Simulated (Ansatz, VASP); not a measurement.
Cd in VASP and in Ansatz

File INCAR:

```
SYSTEM = Cd
ALGO = Normal
EDIFF = 1E-6
ENCUT = 630
GGA_COMPAT = .False.
ISIF = 2
ISMEAR = -1
LASPH = .True.
LCHARG = .True.
LELF = .True.
LREAL = .False.
LVHAR = .True.
LWAVE = .False.
NBANDS = 27
NELM = 120
PREC = Accurate
SIGMA = 0.1
```

Contents of KPOINTS:

```
k-points
0
Gamma
  6 6 3
  0 0 0
```

The input POSCAR:

```
Cd
1.0
    2.8818641727      0.0000000000      0.0000000000
   -1.4409320863      2.4957675838      0.0000000000
    0.0000000000      0.0000000000      5.6383707528
Cd
2
Direct
    0.3333333333      0.6666666667      0.2500000000
    0.6666666667      0.3333333333      0.7500000000
```

Input for Ansatz:

```yaml
crystal:
  lattice:
    - [2.8818641727, 0.0, 0.0]
    - [-1.4409320863, 2.4957675838, 0.0]
    - [0.0, 0.0, 5.6383707528]
  atoms:
    - { symbol: Cd, position: [0.3333333333, 0.6666666667, 0.25] }
    - { symbol: Cd, position: [0.6666666667, 0.3333333333, 0.75] }
hamiltonian:
  xc: lda
  pseudopotentials:
    kind: paw
    azcp:
      Cd: "pseudopotentials/Cd.paw.azcp"
basis:
  ecutwfc: 420
  fft_grid_basis: typed
kpoints:
  mp_grid: { grid: [6, 6, 3], shift: [0, 0, 0] }
magnetization:
  spin_polarized: false
scf:
  occupations: { method: fermi_dirac, width: 0.1 }
  lower_state_search: "off"
output:
  stress: true
```

Alike in both runs: task single point; functional LDA; k mesh 6 × 6 × 3; occupations fermi-dirac, width 0.1 eV; no spin polarisation.

|  | VASP | Ansatz |
| --- | --- | --- |
| version | VASP 6.6.1 | Ansatz 0.2.0 |
| potentials or method | VASP PAW LDA potentials, release 64 (Cd_sv_GW), cutoff 630 eV | plane waves (420 eV) with PAW, scalar-relativistic |
| valence electrons in the cell | 40 | 40 |

|  | VASP | Ansatz | Ansatz less VASP |
| --- | --- | --- | --- |
| pressure (GPa) | -0.1 | 0.0 | +0.08 |
| traceless stress, the component that is largest in VASP (GPa) | -0.95 | -0.86 | +0.088 |

Ansatz warns that its potentials were made for another functional, while VASP's fit it. LDA's correlation is that of Perdew and Zunger in VASP and of Perdew and Wang (1992) in Ansatz.

The k mesh is coarse, so the values compare programs but aren't converged.
